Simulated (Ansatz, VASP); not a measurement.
## Two plane-wave programs on C

The input INCAR:

```
SYSTEM = C
PREC = Accurate ; ENCUT = 520
EDIFF = 1E-6 ; ISMEAR = 0
SIGMA = 0.05 ; LREAL = .False.
LASPH = .True. ; NELM = 100
ALGO = Normal ; ISIF = 2
LWAVE = .False. ; LCHARG = .False.
NBANDS = 21
```

File KPOINTS:

```
Automatic mesh
0
Gamma
  12 12 3
  0 0 0
```

POSCAR

```
C
1.0
   -1.2225127310     -2.1174541629      0.0000000000
    1.2225127310     -2.1174541629      0.0000000000
    0.0000000000      0.0000000000     10.9179937839
C
6
Direct
    1.0000000000      1.0000000000      0.7569048463
    0.3333333333      0.3333333333      0.1512994588
    0.6666666667      0.6666666667      0.4541021526
    1.0000000000      1.0000000000      0.4542756484
    0.3333333333      0.3333333333      0.7570783421
    0.6666666667      0.6666666667      0.1514729546
```

Input for Ansatz:

```yaml
crystal:
  lattice:
    - [-1.222512731, -2.1174541629, 0.0]
    - [1.222512731, -2.1174541629, 0.0]
    - [0.0, 0.0, 10.9179937839]
  atoms:
    - { symbol: C, position: [1.0, 1.0, 0.7569048463] }
    - { symbol: C, position: [0.3333333333, 0.3333333333, 0.1512994588] }
    - { symbol: C, position: [0.6666666667, 0.6666666667, 0.4541021526] }
    - { symbol: C, position: [1.0, 1.0, 0.4542756484] }
    - { symbol: C, position: [0.3333333333, 0.3333333333, 0.7570783421] }
    - { symbol: C, position: [0.6666666667, 0.6666666667, 0.1514729546] }
basis:
  ecutwfc: 420
kpoints:
  mp_grid: { grid: [12, 12, 3] }
hamiltonian:
  xc: lda
scf:
  occupations: { method: gaussian, width: 0.05 }
output:
  forces: true
  stress: true
  eigenvalues: true
```

Alike in both runs: task single point; functional LDA; k mesh 12 × 12 × 3; occupations gaussian, width 0.05 eV; no spin polarisation.

|  | VASP | Ansatz |
| --- | --- | --- |
| version | VASP 6.6.1 | Ansatz 0.2.0 |
| potentials or method | VASP PAW LDA potentials, release 64 (C), cutoff 520 eV | scalar-relativistic, plane waves, PAW |
| valence electrons in the cell | 24 | 24 |

```tsv
	VASP	Ansatz	Ansatz less VASP
gap on the k mesh at the Fermi level (eV)	0.10	0.10	+0.001
least direct gap on the mesh (eV)	0.10	0.10	+0.001
pressure (GPa)	0.6	-0.1	-0.75
traceless stress, the component that is largest in VASP (GPa)	-1.13	-0.28	+0.846
rms of the force components (eV/Å)	0.009	0.009	0.0000
```

LDA's correlation is that of Perdew and Zunger in VASP and of Perdew and Wang (1992) in Ansatz. Atom by atom the forces differ by 0.000 eV/Å (rms over components).
